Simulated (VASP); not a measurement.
Crystal: P.

```
P
1.0
     4.81318    0.00000    0.00000
    -2.40659    4.16833    0.00000
     0.00000    0.00000    6.55440
P
6
Direct
  0.29827 0.00000 0.50000
  0.00000 0.29827 0.83333
  0.70173 0.70173 0.16667
  0.70173 0.00000 0.50000
  0.00000 0.70173 0.83333
  0.29827 0.29827 0.16667
```

```yaml
Program: VASP 6.6.1
Task: relaxation of cell and atoms
Functional: PBE
Potentials_or_basis: VASP PAW PBE potentials, release 64 (P)
Cutoff: 600 eV
k_mesh: 6 × 6 × 4
Occupations: gaussian, width 0.1 eV
Spin: no spin polarisation
```

At the start: pressure 3.8 GPa; volume 21.92 Å³/atom.

Q: Where does the relaxation end?

A: Over 18 steps the energy falls by 175.3 meV/atom and the volume is 20.13 Å³/atom (-8.2 %); space group P6_422 (No. 181, to 0.05 Å).

Step by step:
```csv
step,energy change (eV),largest force (eV/Å),pressure (GPa),volume (Å³)
1,0.0000,2.3225,3.83,131.50
2,-0.0790,0.9537,-8.54,141.39
3,-0.4651,0.0889,-4.23,135.93
4,-0.4660,0.0361,-4.03,135.77
5,-0.7650,0.0093,-2.89,127.52
6,-0.9409,0.0768,-0.35,119.12
7,-0.9464,0.1312,0.71,116.89
8,-0.9470,0.1178,0.41,117.47
9,-0.9592,0.0887,0.26,118.14
10,-0.9922,0.0292,-0.16,120.10
11,-1.0243,0.1895,-1.03,123.84
12,-1.0299,0.1738,-1.00,123.80
13,-1.0368,0.1442,-0.93,123.69
14,-1.0320,0.0400,-0.79,123.37
15,-1.0378,0.1241,-0.88,123.61
16,-1.0430,0.1184,-0.61,122.87
17,-1.0502,0.0942,0.26,120.68
18,-1.0516,0.0247,0.08,120.77
```

Final structure:
```
P
1.0
     5.13920    0.00000    0.00000
    -2.56960    4.45068    0.00000
     0.00000    0.00000    5.28013
P
6
Direct
  0.29068 0.00000 0.50000
  0.00000 0.29068 0.83333
  0.70932 0.70932 0.16667
  0.70932 0.00000 0.50000
  0.00000 0.70932 0.83333
  0.29068 0.29068 0.16667
```
